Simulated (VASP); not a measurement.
# Li5Mg11 in VASP: a series of runs, part 3 of 3

VASP 6.6.1. Earlier steps stand in the parts before.

## 6. Single point, PBE

INCAR

```
PREC = Accurate
ENCUT = 520
EDIFF = 1E-6
ISMEAR = -1
SIGMA = 0.05
LREAL = Auto
LASPH = True
NELM = 60
ALGO = Normal
ISIF = 2
LWAVE = False
LCHARG = False
GGA = PE
ISYM = 0
NBANDS = 32
```

KPOINTS

```
Automatic mesh
0
Gamma
  1 1 1
  0.25 0.25 0.25
```

POSCAR

```
Li5Mg11
1.0
    6.9874180000      0.1521120000      0.1432780000
    0.1521120000      7.2620990000     -0.0841100000
    0.1432780000     -0.0841100000      7.1109010000
Mg Li
11 5
Direct
    0.5217700208      0.8191128442      0.1601004453
    0.7428508793      0.4568368737      1.0264313005
    0.9684964409      0.6994401874      0.7323126396
    0.0142444203      0.2737980733      0.6767145603
    0.1619834450      0.8944956356      0.4412850585
    0.3147213254      0.4900137465      0.9205710239
    0.1319938190      0.1761527651      0.1458288336
    0.0252947568      0.7722931173      0.1175331216
    0.5651290506      0.7711214472      0.6080157022
    0.3396147101      0.5032460835      0.3814213855
    0.4732737010      0.1413172630      0.4694633613
    0.7893289937      0.0508368721      0.8848984692
    0.2444296762      0.9605968658      0.8002999068
    0.6368785780      0.3738075947      0.6761578129
    0.8006723711      0.0198432295      0.3777835295
    0.8515420764      0.5568296382      0.3895580455
```

Potentials or basis: VASP PAW PBE potentials, release 64 (Mg, Li_sv).

Run with:

```sh
cat potpaw_PBE.64/Mg/POTCAR potpaw_PBE.64/Li_sv/POTCAR > POTCAR
mpirun -np 1 vasp_std > vasp.out
```

OUTCAR:

```text
PREC = Accurate
   ENCUT = 520
   EDIFF = 1E-6
   ISMEAR = -1
   LREAL = Auto
   LASPH = True
   NELM = 60
   ISIF = 2
   GGA = PE
   ISYM = 0

 ion  position               nearest neighbor table
   1  0.522  0.819  0.160-  15 2.95  10 3.10   2 3.10   5 3.17  11 3.17   9 3.24   6 3.32   8 3.52
                             8 3.53
   2  0.743  0.457  0.026-  14 2.69  16 2.81  12 3.09   1 3.10   6 3.12   8 3.16   3 3.18   4 3.29
                             7 3.47
   3  0.968  0.699  0.732-  16 2.79  13 2.81   8 2.83   5 2.86  12 2.96   9 3.02   4 3.11   6 3.16
                             2 3.18
   4  0.014  0.274  0.677-  14 2.71  12 2.73  13 2.90   3 3.11   6 3.22   2 3.29   5 3.30  10 3.53
                             7 3.55  11 3.56
   5  0.162  0.894  0.441-   8 2.68  13 2.68  15 2.71   3 2.86  11 2.89   7 2.97  10 3.07   1 3.17
                             9 3.20   4 3.30
   6  0.315  0.490  0.921-  14 2.87   8 3.09   7 3.11   2 3.12   3 3.16   4 3.22  10 3.29   1 3.32
                             9 3.52
   7  0.132  0.176  0.146-  13 2.94   5 2.97   8 3.06  15 3.06   6 3.11  10 3.30  11 3.39   2 3.47
                             4 3.55
   8  0.025  0.772  0.118-   5 2.68  16 2.79   3 2.83  15 2.92  13 3.06   7 3.06   6 3.09  12 3.11
                             2 3.16  10 3.51   1 3.52   1 3.53
   9  0.565  0.771  0.608-  13 2.86  16 2.87  11 2.94  14 2.96  15 2.97   3 3.02  10 3.03   5 3.20
                             1 3.24   6 3.52
  10  0.340  0.503  0.381-  11 2.84   9 3.03   5 3.07   1 3.10   6 3.29   7 3.30   8 3.51   4 3.53

  11  0.473  0.141  0.469-  15 2.47  14 2.55  10 2.84   5 2.89   9 2.94   1 3.17   7 3.39   4 3.56

  12  0.789  0.051  0.885-   4 2.73   3 2.96   2 3.09   8 3.11
  13  0.244  0.961  0.800-   5 2.68   3 2.81   9 2.86   4 2.90   7 2.94   8 3.06
  14  0.637  0.374  0.676-  11 2.55   2 2.69   4 2.71   6 2.87   9 2.96
  15  0.801  0.020  0.378-  11 2.47   5 2.71   8 2.92   1 2.95   9 2.97   7 3.06
  16  0.852  0.557  0.390-   8 2.79   3 2.79   2 2.81   9 2.87

IMPORTANT INFORMATION: All symmetrisations will be switched off!
NOSYMM: (Re-)initialisation of all symmetry stuff for point group C_1.

----------------------------------------------------------------------------------------
[... 125 lines left out ...]
   IVDW    =     0    specifies the selected vdW correction
   LEPSILON=     F    determine dielectric tensor
   LRPA    =     F    only Hartree local field effects (RPA)
 non-spin polarized calculation
  energy-cutoff  :      520.00
  volume of cell :      360.46
 maximum number of plane-waves:      9714
 NGX is ok and might be reduce to    54
   NGX = 25   NGY = 27   NGZ = 27

 number of electron      36.9999999 magnetization

 Free energy of the ion-electron system (eV)
  ---------------------------------------------------
  ext. energy  EPLUGINS =         0.00000000
  ---------------------------------------------------
  free energy    TOTEN  =       -24.28928261 eV

  energy without entropy =      -24.20898786  energy(sigma->0) =      -24.24913523

 E-fermi :   1.7871     XC(G=0):  -7.9954

 val. band max:        1.7826137400   @ k =   0.2500   0.2500   0.2500
 cond. band min:       2.2213482224   @ k =   0.2500   0.2500   0.2500
 fundamental gap:      0.4387344824
 Fermi energy:         1.7871480878

 k-point     1 :       0.2500    0.2500    0.2500
  band No.  band energies     occupation
      1     -44.8033      2.00000
      2     -44.6073      2.00000
      3     -44.5067      2.00000
      4     -44.4796      2.00000
      5     -44.1951      2.00000
      6      -3.7923      2.00000
[... 22 lines left out ...]
     29       4.6822      0.00000
     30       5.0084      0.00000
 [bands above 30 left out]

------------------------ aborting loop because EDIFF is reached ----------------------------------------

  FORCE on cell =-STRESS in cart. coord.  units (eV):
  Direction    XX          YY          ZZ          XY          YZ          ZX
  --------------------------------------------------------------------------------------
  -------------------------------------------------------------------------------------
  Total       -0.0624621      4.6705314      3.4300317      4.5734269      3.3988354      6.4416785
  in kB       -0.2776291     20.7594076     15.2456799     20.3278008     15.1070194     28.6317376
  external PRESSURE =      11.9091528 kB  Pullay stress =       0.0000000 kB

 VOLUME and BASIS-vectors are now :
 -----------------------------------------------------------------------------
  energy-cutoff  :      520.00
  volume of cell :      360.46
      direct lattice vectors                 reciprocal lattice vectors
     6.987418000  0.152112000  0.143278000     0.143240350 -0.003034157 -0.002922048
     0.152112000  7.262099000 -0.084110000    -0.003034157  0.137784372  0.001690893
     0.143278000 -0.084110000  7.110901000    -0.002922048  0.001690893  0.140708032

 POSITION                                       TOTAL-FORCE (eV/Angst)
 -----------------------------------------------------------------------------------
      3.79336      6.01438      1.14432        -0.153574     -0.019519     -0.160628
      5.26389      3.42837      0.25596         0.110562     -0.016159     -0.016144
      6.97861      5.16513      5.28734        -0.218695     -0.295461     -0.143119
      0.23814      1.93360      4.79106         0.537672     -0.072165     -0.285462
      1.33114      6.48344      3.08591         0.373628      0.224754      0.156326
      2.40552      3.52897      6.54997        -0.023670      0.015756     -0.129479
[... 8 lines left out ...]
      5.65178      0.23412      2.79943         0.540164     -0.086946      0.119050
      6.09060      4.14052      2.84528        -0.022784     -0.226349      0.050214
 -----------------------------------------------------------------------------------
    total drift:                               -0.006688     -0.002312     -0.001518

  FREE ENERGIE OF THE ION-ELECTRON SYSTEM (eV)
  ---------------------------------------------------
  free  energy   TOTEN  =       -24.2892826137 eV

  energy  without entropy=      -24.2089878559  energy(sigma->0) =      -24.24913523
```

OSZICAR:

```text
N       E                     dE             d eps       ncg     rms          rms(c)
DAV:   1     0.123050131015E+03    0.12305E+03   -0.13506E+04    64   0.970E+02
DAV:   2    -0.727548592979E+00   -0.12378E+03   -0.11719E+03    72   0.205E+02
DAV:   3    -0.208329808055E+02   -0.20105E+02   -0.19887E+02    88   0.472E+01
DAV:   4    -0.252160708123E+02   -0.43831E+01   -0.42966E+01   120   0.260E+01
DAV:   5    -0.256255728741E+02   -0.40950E+00   -0.40946E+00    88   0.600E+00    0.358E+00
DAV:   6    -0.244971560121E+02    0.11284E+01   -0.20242E+00    80   0.459E+00    0.187E+00
DAV:   7    -0.243118669121E+02    0.18529E+00   -0.60624E-01    88   0.209E+00    0.812E-01
DAV:   8    -0.242914433051E+02    0.20424E-01   -0.12872E-01    96   0.109E+00    0.318E-01
DAV:   9    -0.242895200288E+02    0.19233E-02   -0.92761E-03    80   0.339E-01    0.119E-01
DAV:  10    -0.242892744959E+02    0.24553E-03   -0.20006E-03    80   0.164E-01    0.308E-02
DAV:  11    -0.242892812819E+02   -0.67861E-05   -0.14253E-04    96   0.513E-02    0.973E-03
DAV:  12    -0.242892814195E+02   -0.13758E-06   -0.23721E-05    88   0.183E-02    0.312E-03
DAV:  13    -0.242892824207E+02   -0.10011E-05   -0.13426E-06    56   0.532E-03    0.112E-03
DAV:  14    -0.242892826137E+02   -0.19305E-06   -0.25214E-07    56   0.226E-03
   1 F= -.24289283E+02 E0= -.24249135E+02  d E =-.802948E-01
```

stdout:

```text
POSCAR found type information on POSCAR MgLi
 POSCAR found :  2 types and      16 ions
 scaLAPACK will be used
 LDA part: xc-table for (Slater+PW92), standard interpolation
 POSCAR, INCAR and KPOINTS ok, starting setup
 FFT: planning ... GRIDC
 FFT: planning ... GRID_SOFT
 FFT: planning ... GRID
 WAVECAR not read
 entering main loop
```

It took 86 s on 1 thread of Intel Xeon 8259CL, shared host; peak memory 0.35 GiB.

Results:

```
Free energy            : -24.2893 eV
Largest force          : 0.854 eV/Å
Band gap on the k mesh : zero (an odd number of electrons rules out a gap without spin polarisation)
```

Forces in eV/Å, atoms in the order of the input:
```
Mg  -0.154 -0.020 -0.161
Mg   0.111 -0.016 -0.016
Mg  -0.219 -0.295 -0.143
Mg   0.538 -0.072 -0.285
Mg   0.374  0.225  0.156
Mg  -0.024  0.016 -0.129
Mg   0.199  0.338 -0.079
Mg  -0.039 -0.253 -0.379
Mg   0.021 -0.145  0.274
Mg  -0.303  0.017 -0.119
Mg  -0.847  0.103  0.043
Li  -0.247 -0.144 -0.001
Li   0.160  0.206  0.706
Li  -0.086  0.353 -0.037
Li   0.540 -0.087  0.119
Li  -0.023 -0.226  0.050
```

Levels at points of the mesh, in eV from the Fermi level:
```tsv
k point	band 15	band 16	band 17	band 18	band 19	band 20	band 21	band 22	band 23	band 24
(0.25, 0.25, 0.25)	-1.24	-0.85	-0.50	-0.19	0.00	0.43	0.70	1.10	1.29	1.51
```

Caveat: the k points lie up to 0.90 Å⁻¹ apart, too coarse for converged energies and pressures of a metal; the cutoff is under 1.25 times the usual one of these potentials, so pressure, stress and relaxed cells hold a basis-set (Pulay) error; the atoms stand as in a frame of molecular dynamics.

## 7. Summary

```tsv
cell	smearing	gap on the mesh (eV)	largest force (eV/Å)
as given, atomic positions A	fermi-dirac 0.0698 eV	none	1.95
as given, atomic positions B	fermi-dirac 0.0698 eV	none	1.19
as given, atomic positions C	fermi-dirac 0.0698 eV	none	1.04
as given, atomic positions D	fermi-dirac 0.05 eV	none	0.64
as given, atomic positions E	fermi-dirac 0.05 eV	none	0.85
```

Alike in all rows: task single point; level PBE; potentials or basis VASP PAW PBE potentials, release 64 (Mg, Li_sv); no spin polarisation; k mesh 1 × 1 × 1, shifted; cutoff (eV) 520.

Caveats: all runs use coarse meshes; the cutoff is under 1.25 times the usual one of these potentials, so pressure, stress and relaxed cells hold a basis-set (Pulay) error; the atoms stand as in a frame of molecular dynamics.

Total energies depend on the potentials used, so only differences within one code and one set of settings carry meaning.

The gap in the log of VASP goes by the Fermi energy; the results here count the filled bands.